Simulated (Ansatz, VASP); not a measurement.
# CoO: VASP beside Ansatz

File INCAR:

```
SYSTEM = CoO
PREC = Accurate
ENCUT = 520
EDIFF = 1E-8
ISMEAR = -1
SIGMA = 0.05
LREAL = .FALSE.
LASPH = .TRUE.
NELM = 150
ALGO = Normal
ISIF = 2
LWAVE = .FALSE.
LCHARG = .FALSE.
ISPIN = 2
MAGMOM = 2 0
LORBIT = 11
LMAXMIX = 4
GGA = PE
LEFG = .TRUE.
NBANDS = 18
```

Contents of KPOINTS:

```
Automatic mesh
0
G
  16 16 16
  0 0 0
```

File POSCAR:

```
CoO
1.0
   -0.0213150000      2.1208425000      2.1208425000
    2.1208425000     -0.0213150000      2.1208425000
    2.1208425000      2.1208425000     -0.0213150000
Co O
1 1
Direct
    0.0000000000      0.0000000000      0.0000000000
    0.5000000000      0.5000000000      0.5000000000
```

Input for Ansatz:

```yaml
crystal:
  lattice:
    - [-0.021315, 2.1208425, 2.1208425]
    - [2.1208425, -0.021315, 2.1208425]
    - [2.1208425, 2.1208425, -0.021315]
  atoms:
    - { symbol: Co, position: [0.0, 0.0, 0.0], spin: 2.0 }
    - { symbol: O, position: [0.5, 0.5, 0.5] }
magnetization:
  spin_polarized: true
kpoints:
  mp_grid: { grid: [16, 16, 16] }
scf:
  occupations: { method: fermi_dirac, width: 0.05 }
hamiltonian:
  xc: pbe
  pseudopotentials: { kind: all_electron, datasets: crystal }
output:
  forces: true
  stress: true
  eigenvalues: true
  efg: { contact_densities: true }
```

Change from the starting cell: equal xy, yz and zx shear strains of -1 %, crystal datasets.

Alike in both runs: task electric field gradients; functional PBE; k mesh 16 × 16 × 16; occupations fermi-dirac, width 0.05 eV; collinear spin.

```csv
,VASP,Ansatz
version,VASP 6.6.1,Ansatz 0.2.0
potentials or method,"VASP PAW PBE potentials, release 64 (Co, O), cutoff 520 eV","all-electron PAW with datasets made for the crystal, scalar-relativistic"
```

VASP gave:

```
pressure (GPa)                                                : -2.3
traceless stress, the component that is largest in VASP (GPa) : -0.22
net moment per atom (μB)                                      : 1.45
size of the moment on the site where the two differ most (μB) : 2.56
size of Vzz on the site where it differs most (V/Å²)          : 4.1
```

**Question.** What did Ansatz give for the same quantities?

**Answer.** Pressure (GPa): -1.8; traceless stress, the component that is largest in VASP (GPa): -0.27; net moment per atom (μB): 1.47; size of the moment on the site where the two differ most (μB): 2.50; size of Vzz on the site where it differs most (V/Å²): 5.1.

Site moments also hang on the region over which each program counts them. Ansatz ran all-electron here, and VASP with PAW potentials.
